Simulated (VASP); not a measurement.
# Cr (Fd-3m) in VASP: further runs, part 2 of 2

VASP 6.6.1. The steps go on from the part before.

## Step 3: Single point, PBE, collinear spin, ferromagnetic start

INCAR reads:

```
ALGO     = Normal         # electronic algorithm
EDIFF    = 1E-7           # SCF threshold, eV
ENCUT    = 520            # plane-wave cutoff, eV
GGA      = PE             # functional
ISIF     = 2              # what is computed and relaxed
ISMEAR   = -1             # smearing method
ISPIN    = 2              # spin polarisation
LASPH    = T              # aspherical terms in the spheres
LCHARG   = F              # write CHGCAR
LMAXMIX  = 4              # l up to which the mixer works
LORBIT   = 11             # projections on sites
LREAL    = F              # projectors in reciprocal space
LWAVE    = F              # write WAVECAR
MAGMOM   = 2 2            # initial moments
NBANDS   = 23             # bands
NELM     = 150            # most SCF steps
PREC     = Accurate       # precision mode
SIGMA    = 0.05           # smearing width, eV
```

KPOINTS reads:

```
k-points
0
Gamma
  14 14 14
```

POSCAR reads:

```
Cr
1.0
    0.0000000000      2.3876696858      2.3876696858
    2.3876696858      0.0000000000      2.3876696858
    2.3876696858      2.3876696858      0.0000000000
Cr
2
Direct
   -0.1250000000     -0.1250000000     -0.1250000000
    0.1250000000      0.1250000000      0.1250000000
```

Potentials or basis: VASP PAW PBE potentials, release 64 (Cr_pv).

Command:

```sh
cat potpaw_PBE.64/Cr_pv/POTCAR > POTCAR
mpirun -np 1 vasp_std > vasp.out
```

OUTCAR:

```text
EDIFF = 1E-7
   ENCUT = 520
   GGA = PE
   ISIF = 2
   ISMEAR = -1
   ISPIN = 2
   LASPH = T
   LORBIT = 11
   LREAL = F
   NELM = 150
   PREC = Accurate

 ion  position               nearest neighbor table
   1  0.875  0.875  0.875-   2 2.07   2 2.07   2 2.07   2 2.07
   2  0.125  0.125  0.125-   1 2.07   1 2.07   1 2.07   1 2.07

  LATTYP: Found a face centered cubic cell.
 ALAT       =     4.7753393716

  Lattice vectors:

 A1 = (   0.0000000000,   2.3876696858,   2.3876696858)
 A2 = (   2.3876696858,   0.0000000000,   2.3876696858)
 A3 = (   2.3876696858,   2.3876696858,   0.0000000000)
[... 1466 lines left out ...]

 VOLUME and BASIS-vectors are now :
 -----------------------------------------------------------------------------
  energy-cutoff  :      520.00
  volume of cell :       27.22
      direct lattice vectors                 reciprocal lattice vectors
     0.000000000  2.387669686  2.387669686    -0.209409201  0.209409201  0.209409201
     2.387669686  0.000000000  2.387669686     0.209409201 -0.209409201  0.209409201
     2.387669686  2.387669686  0.000000000     0.209409201  0.209409201 -0.209409201

 POSITION                                       TOTAL-FORCE (eV/Angst)
 -----------------------------------------------------------------------------------
      4.17842      4.17842      4.17842        -0.000000      0.000000      0.000000
      0.59692      0.59692      0.59692         0.000000     -0.000000     -0.000000
 -----------------------------------------------------------------------------------
    total drift:                                0.000000     -0.000000     -0.000000

  FREE ENERGIE OF THE ION-ELECTRON SYSTEM (eV)
  ---------------------------------------------------
  free  energy   TOTEN  =       -14.2569604240 eV

  energy  without entropy=      -14.2308205656  energy(sigma->0) =      -14.24389049

 total charge

# of ion       s       p       d       tot
------------------------------------------
    1        0.504   6.236   4.748  11.488
    2        0.504   6.236   4.748  11.488
--------------------------------------------------
tot          1.009  12.471   9.497  22.977

 magnetization (x)

# of ion       s       p       d       tot
------------------------------------------
    1        0.000   0.000   0.000   0.000
    2        0.000   0.000   0.000   0.000
--------------------------------------------------
tot          0.000   0.000   0.000   0.000
```

OSZICAR:

```text
N       E                     dE             d eps       ncg     rms          rms(c)
DAV:   1     0.256861778638E+03    0.25686E+03   -0.13982E+04  9584   0.128E+03
DAV:   2    -0.560600158612E+01   -0.26247E+03   -0.25210E+03 10002   0.379E+02
DAV:   3    -0.140226255081E+02   -0.84166E+01   -0.83594E+01 12004   0.817E+01
DAV:   4    -0.141000629675E+02   -0.77437E-01   -0.77343E-01 10141   0.786E+00
DAV:   5    -0.141012375914E+02   -0.11746E-02   -0.11746E-02  9778   0.918E-01    0.156E+01
DAV:   6    -0.140523017086E+02    0.48936E-01   -0.28865E+00 10037   0.158E+01    0.463E+00
DAV:   7    -0.142131775421E+02   -0.16088E+00   -0.23341E-01  9869   0.415E+00    0.364E+00
DAV:   8    -0.142476005211E+02   -0.34423E-01   -0.11093E-02  9946   0.941E-01    0.178E+00
DAV:   9    -0.142552477641E+02   -0.76472E-02   -0.12192E-02 10002   0.805E-01    0.400E-01
DAV:  10    -0.142565388406E+02   -0.12911E-02   -0.69164E-04  9778   0.260E-01    0.154E-01
DAV:  11    -0.142569393031E+02   -0.40046E-03   -0.16364E-04  9974   0.105E-01    0.566E-02
DAV:  12    -0.142569594731E+02   -0.20170E-04   -0.25061E-05  9918   0.309E-02    0.128E-02
DAV:  13    -0.142569604984E+02   -0.10253E-05   -0.16424E-06  9806   0.116E-02    0.386E-03
DAV:  14    -0.142569604240E+02    0.74428E-07   -0.15520E-07  7898   0.443E-03
   1 F= -.14256960E+02 E0= -.14243890E+02  d E =-.261399E-01  mag=     0.0002
```

stdout:

```text
POSCAR found type information on POSCAR Cr
 POSCAR found :  1 types and       2 ions
 scaLAPACK will be used
 LDA part: xc-table for (Slater+PW92), standard interpolation
 POSCAR, INCAR and KPOINTS ok, starting setup
 FFT: planning ... GRIDC
 FFT: planning ... GRID_SOFT
 FFT: planning ... GRID
 WAVECAR not read
 entering main loop
```

Run time: 3.5 min. Hardware: 1 thread of Intel Xeon 8259CL, shared host; peak memory 0.23 GiB.

What came out:

- Free energy: -14.2570 eV
- Pressure: 30.7 GPa
- Band gap on the k mesh: zero (filled and empty bands overlap)
- Net moment: 0.00 μB per cell
- Valence electrons inside the program's atomic spheres: Cr 11.49

Caveat: the starting moments collapsed, and a magnetic state may lie lower.

## Step 4: Relaxation of cell and atoms, PBE, collinear spin, ferromagnetic start, target pressure 29 GPa, at which the enthalpy is minimised

INCAR reads:

```
SYSTEM = Cr
  ALGO = Normal
  EDIFF = 1E-6
  EDIFFG = -0.005
  ENCUT = 600
  GGA = PE
  IBRION = 2
  ISIF = 3
  ISMEAR = -1
  ISPIN = 2
  LASPH = .True.
  LCHARG = .False.
  LMAXMIX = 4
  LORBIT = 11
  LREAL = .False.
  LWAVE = .False.
  MAGMOM = 2 2
  NELM = 150
  NSW = 32
  PREC = Accurate
  PSTRESS = 290.0
  SIGMA = 0.05
```

KPOINTS reads:

```
k-points
0
Gamma
  14 14 14
  0 0 0
```

POSCAR reads:

```
Cr
1.0
    0.0000000000      2.3878085544      2.3878085544
    2.3878085544      0.0000000000      2.3878085544
    2.3878085544      2.3878085544      0.0000000000
Cr
2
Direct
   -0.1250000000     -0.1250000000     -0.1250000000
    0.1250000000      0.1250000000      0.1250000000
```

Command:

```sh
cat potpaw_PBE.64/Cr_pv/POTCAR > POTCAR
mpirun -np 1 vasp_std > vasp.out
```

Wall time 2.9 min (1 thread of Intel Xeon 6975P-C (Granite Rapids), shared host); peak memory 0.23 GiB.

The run converged. Its results:

- Free energy: -14.2963 eV
- Relaxed volume: 13.72 Å³/atom
- Relaxed cell: a = 3.385 Å, b = 3.385 Å, c = 3.385 Å, α = 60.00°, β = 60.00°, γ = 60.00°
- Space group after relaxing (to 0.05 Å): Fd-3m (No. 227)
- Energy change on relaxing (the enthalpy is what falls): -19.1 meV/atom
- Ionic steps: 3
- Pressure after relaxing: 29.0 GPa
- Band gap on the k mesh: zero (filled and empty bands overlap)
- Net moment: 0.00 μB per cell
- Valence electrons inside the program's atomic spheres: Cr 11.47

Step by step:
```tsv
step	energy change (eV)	largest force (eV/Å)	pressure (GPa)	volume (Å³)
1	0.0000	0.0000	30.58	27.23
2	-0.0948	0.0000	26.49	27.76
3	-0.0382	0.0000	28.99	27.43
```

Final structure:
```xyz
2
Lattice="0.0000 2.3938 2.3938 2.3938 0.0000 2.3938 2.3938 2.3938 0.0000" Properties=species:S:1:pos:R:3 pbc="T T T"
Cr    4.1892    4.1892    4.1892
Cr    0.5985    0.5985    0.5985
```

Levels at points of the mesh, in eV from the Fermi level:
Spin up:
| k point | band 8 | band 9 | band 10 | band 11 | band 12 | band 13 | band 14 | band 15 | band 16 | band 17 |
| --- | --- | --- | --- | --- | --- | --- | --- | --- | --- | --- |
| (0.00, 0.00, 0.00) | -2.18 | -2.18 | -1.36 | -1.36 | -1.36 | 1.21 | 1.21 | 1.21 | 3.81 | 3.81 |
| (0.50, 0.00, 0.00) | -2.27 | -2.06 | -2.06 | -1.47 | -1.47 | 0.18 | 2.17 | 2.17 | 3.33 | 3.33 |
| (0.50, 0.50, 0.00) | -3.54 | -1.37 | -1.37 | 0.29 | 0.29 | 0.70 | 0.70 | 3.60 | 3.60 | 4.86 |
Spin down:
```
           k point  band 9  band 10  band 11  band 12  band 13  band 14  band 15  band 16
(0.00, 0.00, 0.00)   -2.18    -1.36    -1.36    -1.36     1.21     1.21     1.21     3.81
(0.50, 0.00, 0.00)   -2.06    -2.06    -1.47    -1.47     0.18     2.17     2.17     3.33
(0.50, 0.50, 0.00)   -1.37    -1.37     0.29     0.29     0.70     0.70     3.60     3.60
```

Caveat: the starting moments collapsed, and a magnetic state may lie lower; the cell is relaxed towards a set pressure, so the enthalpy falls and the energy may rise.
